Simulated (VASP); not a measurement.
# C (Fddd) in VASP: further runs

The runs below take C through single point, with LDA.

Everything below comes from runs of VASP 6.6.1. Logs are shortened: lines on timing, memory, paths and dates and some standing lists are left out, and cuts for length are marked.

**1. The cell of the first run**

Symmetry: Fddd, No. 70, orthorhombic system. The conventional cell has a = 3.125 Å, b = 3.284 Å, c = 4.185 Å, α = 90.00°, β = 90.00°, γ = 90.00°. C (site symmetry 222) has 4 C at 1.54 Å within 2.1 Å.

**2. Single point, LDA**

File INCAR:

```
PREC = Accurate
ENCUT = 910
EDIFF = 1E-6
ISMEAR = 0
SIGMA = 0.05
LREAL = False
LASPH = True
NELM = 120
ALGO = Normal
ISIF = 2
LWAVE = False
LCHARG = True
GGA = CA
LELF = True
LVHAR = True
NBANDS = 11
GGA_COMPAT = False
```

File KPOINTS:

```
regular mesh
0
Gamma
  12 12 12
```

File POSCAR:

```
C
1.0
    0.0000000000      2.0924375763      1.6421661991
    1.5627065443      0.0000000000      1.6421661991
    1.5627065443      2.0924375763      0.0000000000
C
2
Direct
    0.5000000000      0.5000000000      0.5000000000
    0.7500000000      0.7500000000      0.7500000000
```

Potentials or basis: VASP PAW LDA potentials, release 64 (C_h).

Launch:

```
cat potpaw_LDA.64/C_h/POTCAR > POTCAR
mpirun -np 1 vasp_std > vasp.out
```

OUTCAR:

```text
PREC = Accurate
   ENCUT = 910
   EDIFF = 1E-6
   ISMEAR = 0
   LREAL = False
   LASPH = True
   NELM = 120
   ISIF = 2
   GGA = CA

 ion  position               nearest neighbor table
   1  0.500  0.500  0.500-
   2  0.750  0.750  0.750-

  LATTYP: Found a face centered orthorhombic cell.
 ALAT       =     3.1254130886
 B/A-ratio  =     1.0508474576
 C/A-ratio  =     1.3389830509

  Lattice vectors:

 A1 = (   0.0000000000,   2.0924375763,  -1.6421661991)
 A2 = (   1.5627065443,   2.0924375763,   0.0000000000)
 A3 = (   1.5627065443,   0.0000000000,  -1.6421661991)

Analysis of symmetry for initial positions (statically):
=====================================================================
 Subroutine PRICEL returns:
 Original cell was already a primitive cell.

 Routine SETGRP: Setting up the symmetry group for a
 face centered orthorhombic supercell.

 Subroutine GETGRP returns: Found  8 space group operations
 (whereof  4 operations were pure point group operations)
 out of a pool of  8 trial point group operations.

The static configuration has the point symmetry D_2 .
 The point group associated with its full space group is D_2h.

Analysis of symmetry for dynamics (positions and initial velocities):
=====================================================================
 Subroutine PRICEL returns:
 Original cell was already a primitive cell.

 Routine SETGRP: Setting up the symmetry group for a
 face centered orthorhombic supercell.

 Subroutine GETGRP returns: Found  8 space group operations
 (whereof  4 operations were pure point group operations)
 out of a pool of  8 trial point group operations.

The dynamic configuration has the point symmetry D_2 .
 The point group associated with its full space group is D_2h.

 Subroutine INISYM returns: Found  8 space group operations
 (whereof  4 operations are pure point group operations),
 and found     1 'primitive' translations

----------------------------------------------------------------------------------------

                                     Primitive cell

  volume of cell :      10.7393

  direct lattice vectors                    reciprocal lattice vectors
     0.000000000  2.092437576  1.642166199    -0.319957705  0.238955755  0.304475881
     1.562706544  0.000000000  1.642166199     0.319957705 -0.238955755  0.304475881
     1.562706544  2.092437576  0.000000000     0.319957705  0.238955755 -0.304475881

  length of vectors
     2.659888125  2.266883669  2.611579360     0.502173623  0.502173623  0.502173623

  position of ions in fractional coordinates (direct lattice)
     0.500000000  0.500000000  0.500000000
     0.750000000  0.750000000  0.750000000

  ion indices of the primitive-cell ions
   primitive index   ion index
                 1           1
                 2           2

----------------------------------------------------------------------------------------

 KPOINTS: regular mesh

Automatic generation of k-mesh.
 Grid dimensions read from file:
 generate k-points for:   12   12   12

 Generating k-lattice:

  Cartesian coordinates                     Fractional coordinates (reciprocal lattice)
    -0.026663142  0.019912980  0.025372990     0.083333333  0.000000000  0.000000000
     0.026663142 -0.019912980  0.025372990     0.000000000  0.083333333  0.000000000
     0.026663142  0.019912980 -0.025372990     0.000000000  0.000000000  0.083333333

  Length of vectors
     0.041847802  0.041847802  0.041847802

  Shift w.r.t. Gamma in fractional coordinates (k-lattice)
     0.000000000  0.000000000  0.000000000

 Subroutine IBZKPT returns following result:
 ===========================================

 Found    280 irreducible k-points:

 Following reciprocal coordinates:
            Coordinates               Weight
  0.000000  0.000000  0.000000      1.000000
  0.083333 -0.000000  0.000000      8.000000
  0.166667  0.000000  0.000000      8.000000
  0.250000  0.000000  0.000000      8.000000
  0.333333  0.000000  0.000000      8.000000
  0.416667  0.000000  0.000000      8.000000
[... 16 lines left out ...]
  0.500000  0.166667  0.000000      8.000000
 -0.416667  0.166667  0.000000      8.000000
 [... further k-points ...]
   k-points           NKPTS =    280   k-points in BZ     NKDIM =    280   number of bands    NBANDS=     11
   number of dos      NEDOS =    301   number of ions     NIONS =      2
   total plane-waves  NPLWV =  18816
   dimension x,y,z NGX =    28 NGY =   24 NGZ =   28
   dimension x,y,z NGXF=    56 NGYF=   48 NGZF=   56
   ions per type =               2
   NGX,Y,Z   is equivalent  to a cutoff of  17.50, 17.60, 17.82 a.u.
   NGXF,Y,Z  is equivalent  to a cutoff of  35.00, 35.20, 35.65 a.u.
 SYSTEM =  unknown system
   PREC   = accura    normal or accurate (medium, high low for compatibility)
   ISTART =      0    job   : 0-new  1-cont  2-samecut
   ICHARG =      2    charge: 1-file 2-atom 10-const
   ISPIN  =      1    spin polarized calculation?
   LNONCOLLINEAR =      F non collinear calculations
   LSORBIT =      F    spin-orbit coupling
   LASPH  =      T    aspherical Exc in radial PAW
   ENCUT  =  910.0 eV  66.88 Ry    8.18 a.u.   6.54  5.58  6.42*2*pi/ulx,y,z
   NELM   =    120;   NELMIN=  2; NELMDL= -5     # of ELM steps
   EDIFF  = 0.1E-05   stopping-criterion for ELM
   LREAL  =      F    real-space projection
   EDIFFG = 0.1E-04   stopping-criterion for IOM
   NSW    =      0    number of steps for IOM
   IBRION =     -1    ionic relax: 0-MD 1-quasi-New 2-CG
   NFREE  =      0    steps in history (QN), initial steepest desc. (CG)
   ISIF   =      2    stress and relaxation
   ISYM   =      2    0-nonsym 1-usesym 2-fastsym
   POTIM  = 0.5000    time-step for ionic-motion
   TEBEG  =    0.0;   TEEND  =   0.0 temperature during run
   PSTRESS=    0.0 pullay stress
   NELECT =       8.0000    total number of electrons
   NUPDOWN=      -1.0000    fix difference up-down
   EMIN   =  10.00;   EMAX   =-10.00  energy-range for DOS
   EFERMI =   0.00;   METHOD = LEGACY
   ISMEAR =     0;   SIGMA  =   0.05  broadening in eV -4-tet -1-fermi 0-gaus
   EFERMI_NEDOS =   21; number of points for ismear=-14 and -15
   IALGO  =     38    algorithm
   IMIX   =      4    mixing-type and parameters
     AMIX     =   0.40;   BMIX     =  1.00
     AMIX_MAG =   1.60;   BMIX_MAG =  1.00
  volume/ion in A,a.u.               =       5.37        36.24
  Fermi-wavevector in a.u.,A,eV,Ry     =   1.484041  2.804430 29.965155  2.202377
  Thomas-Fermi vector in A             =   2.597627
   LORBIT       =      0    0 simple, 1 ext, 2 COOP (PROOUT), +10 PAW based schemes
   GGA     = CA    functional components
   LHFCALC =     F    Hartree Fock is set to
   AEXX    =    0.0000 exact exchange contribution
   IVDW    =     0    specifies the selected vdW correction
   LEPSILON=     F    determine dielectric tensor
   LRPA    =     F    only Hartree local field effects (RPA)
 non-spin polarized calculation
 Gauss-broadening in eV      SIGMA  =   0.05
  energy-cutoff  :      910.00
  volume of cell :       10.74
 maximum number of plane-waves:       688
 NGX is ok and might be reduce to    28
   NGX = 13   NGY = 11   NGZ = 13

 number of electron       8.0000000 magnetization

 Free energy of the ion-electron system (eV)
  ---------------------------------------------------
  ext. energy  EPLUGINS =         0.00000000
  ---------------------------------------------------
  free energy    TOTEN  =       -18.41455853 eV

  energy without entropy =      -18.41452029  energy(sigma->0) =      -18.41453941

 E-fermi :  13.8322     XC(G=0): -13.9903

 val. band max:       13.6685347085   @ k =  -0.0833   0.0000   0.0833
 cond. band min:      13.8354988045   @ k =   0.0000   0.4167   0.4167
 fundamental gap:      0.1669640959
 Fermi energy:        13.8322366003

 k-point     1 :       0.0000    0.0000    0.0000
  band No.  band energies     occupation
      1     -10.2124      2.00000
      2       8.3126      2.00000
      3      13.5397      2.00000
      4      13.8836      0.14666
      5      16.8869      0.00000
      6      17.4926      0.00000
      7      20.4188      0.00000
      8      23.2707      0.00000
      9      31.9927      0.00000
     10      32.4508      0.00000
     11      33.3102      0.00000

 k-point     2 :       0.0833   -0.0000    0.0000
  band No.  band energies     occupation
      1     -10.0050      2.00000
      2       7.9814      2.00000
      3      12.4395      2.00000
      4      13.4804      2.00000
      5      17.0022      0.00000
      6      17.7977      0.00000
      7      21.2659      0.00000
      8      23.4637      0.00000
      9      31.2830      0.00000
     10      32.7707      0.00000
     11      35.2236      0.00000

 k-point     3 :       0.1667    0.0000    0.0000
  band No.  band energies     occupation
      1      -9.3848      2.00000
      2       6.9837      2.00000
      3      10.0983      2.00000
      4      12.9659      2.00000
      5      16.7480      0.00000
      6      18.7424      0.00000
      7      22.8348      0.00000
      8      24.1347      0.00000
      9      31.1145      0.00000
     10      33.6559      0.00000
     11      38.5460      0.00000

 k-point     4 :       0.2500    0.0000    0.0000
  band No.  band energies     occupation
      1      -8.3586      2.00000
      2       5.0926      2.00000
      3       8.1692      2.00000
      4      12.5271      2.00000
      5      16.2254      0.00000
      6      19.8678      0.00000
      7      24.1675      0.00000
      8      25.2468      0.00000
      9      31.4624      0.00000
     10      34.9997      0.00000
     11      37.8200      0.00000
[... 239 lines left out ...]
 k-point    22 :       0.4167    0.1667    0.0000
  band No.  band energies     occupation
      1      -5.4100      2.00000
      2       1.8413      2.00000
      3       6.1377      2.00000
      4       9.8497      2.00000
      5      16.5444      0.00000
      6      19.7798      0.00000
      7      23.7701      0.00000
      8      27.7750      0.00000
      9      32.3793      0.00000
     10      33.1668      0.00000
     11      41.2080      0.00000

 k-point    23 :       0.5000    0.1667    0.0000
  band No.  band energies     occupation
      1      -3.6213      2.00000
      2      -0.5507      2.00000
      3       5.6913      2.00000
      4       9.3563      2.00000
      5      16.6356      0.00000
      6      20.2987      0.00000
      7      25.3913      0.00000
      8      27.5048      0.00000
      9      32.0384      0.00000
     10      33.9293      0.00000
     11      41.6759      0.00000

 k-point    24 :      -0.4167    0.1667    0.0000
  band No.  band energies     occupation
      1      -3.5404      2.00000
      2      -0.6641      2.00000
      3       5.5497      2.00000
      4       9.0138      2.00000
      5      16.8676      0.00000
      6      20.6241      0.00000
      7      26.3092      0.00000
      8      27.4481      0.00000
      9      31.3818      0.00000
     10      35.0130      0.00000
     11      40.1119      0.00000

 [... further k-points ...]
[... 5 lines left out ...]
  --------------------------------------------------------------------------------------
  -------------------------------------------------------------------------------------
  Total        8.9201695    -13.3128972      7.4987849      0.0000000      0.0000000      0.0000000
  in kB     1330.7811541  -1986.1228895   1118.7278116      0.0000000      0.0000000      0.0000000
  external PRESSURE =     154.4620254 kB  Pullay stress =       0.0000000 kB

 VOLUME and BASIS-vectors are now :
 -----------------------------------------------------------------------------
  energy-cutoff  :      910.00
  volume of cell :       10.74
      direct lattice vectors                 reciprocal lattice vectors
     0.000000000  2.092437576  1.642166199    -0.319957705  0.238955755  0.304475881
     1.562706544  0.000000000  1.642166199     0.319957705 -0.238955755  0.304475881
     1.562706544  2.092437576  0.000000000     0.319957705  0.238955755 -0.304475881

 POSITION                                       TOTAL-FORCE (eV/Angst)
 -----------------------------------------------------------------------------------
      1.56271      2.09244      1.64217        -0.000000     -0.000000     -0.000000
      2.34406      3.13866      2.46325         0.000000      0.000000      0.000000
 -----------------------------------------------------------------------------------
    total drift:                                0.000000      0.000000      0.000000

  FREE ENERGIE OF THE ION-ELECTRON SYSTEM (eV)
  ---------------------------------------------------
  free  energy   TOTEN  =       -18.4145585282 eV

  energy  without entropy=      -18.4145202905  energy(sigma->0) =      -18.41453941
```

Wall time 36 s (1 thread of Intel Xeon Platinum 8488C (Sapphire Rapids), shared host); peak memory 0.17 GiB.

What came out:

| Item | Value |
| --- | --- |
| Free energy | -18.4146 eV |
| Pressure | 15.4 GPa |
| Band gap on the k mesh | zero (band 4 reaches 13.88 eV, above the bottom of band 5 at 13.84 eV) |

Caveat: the cell differs from its parent crystal (strain +e along x and -e along y -0.1500, strain +e along z and -e/2 along x and y -0.0700); the cutoff is under 1.25 times the usual one of these potentials, so pressure, stress and relaxed cells hold a basis-set (Pulay) error.

[end of part 1 of 2]
